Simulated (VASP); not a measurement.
The system is ZrPbO4.

```
Zr Pb O
1.0
     0.00000    3.42552    3.42552
     3.42552    0.00000    3.42552
     3.42552    3.42552    0.00000
Zr Pb O
1 1 4
Direct
  0.75000 0.75000 0.75000
  0.50000 0.50000 0.50000
  0.62277 0.12574 0.12574
  0.12574 0.62277 0.12574
  0.12574 0.12574 0.62277
  0.12574 0.12574 0.12574
```

- Program: VASP 6.6.1
- Task: relaxation of cell and atoms
- Functional: PBE
- Potentials or basis: VASP PAW PBE potentials, release 64 (Zr_sv, Pb_d, O)
- Cutoff: 600 eV
- k mesh: 4 × 4 × 4
- Occupations: gaussian, width 0.1 eV
- Spin: no spin polarisation

At the start: pressure -11.3 GPa; volume 13.40 Å³/atom.

Problem. How do energy, volume and symmetry change on relaxing?

Solution. Over 5 steps the energy falls by 57.2 meV/atom and the volume is 12.02 Å³/atom (-10.3 %); space group F-43m (No. 216, to 0.05 Å).

Step by step:
| step | energy change (eV) | largest force (eV/Å) | pressure (GPa) | volume (Å³) |
| --- | --- | --- | --- | --- |
| 1 | 0.0000 | 0.3555 | -11.29 | 80.39 |
| 2 | -0.3095 | 0.1533 | 4.53 | 69.90 |
| 3 | -0.3376 | 0.2161 | 0.25 | 72.00 |
| 4 | -0.3430 | 0.0455 | 0.15 | 72.07 |
| 5 | -0.3433 | 0.0014 | 0.12 | 72.09 |

Final structure:
```cif
data_structure
_symmetry_space_group_name_H-M 'P 1'
_symmetry_Int_Tables_number 1
_cell_length_a 4.6716
_cell_length_b 4.6716
_cell_length_c 4.6716
_cell_angle_alpha 60.000
_cell_angle_beta 60.000
_cell_angle_gamma 60.000
_cell_volume 72.09
loop_
_atom_site_label
_atom_site_type_symbol
_atom_site_fract_x
_atom_site_fract_y
_atom_site_fract_z
_atom_site_occupancy
Zr1 Zr 0.75000 0.75000 0.75000 1
Pb1 Pb 0.50000 0.50000 0.50000 1
O1 O 0.62957 0.12348 0.12348 1
O2 O 0.12348 0.62957 0.12348 1
O3 O 0.12348 0.12348 0.62957 1
O4 O 0.12348 0.12348 0.12348 1
```

Caveat: the k points lie up to 0.41 Å⁻¹ apart in the final cell.
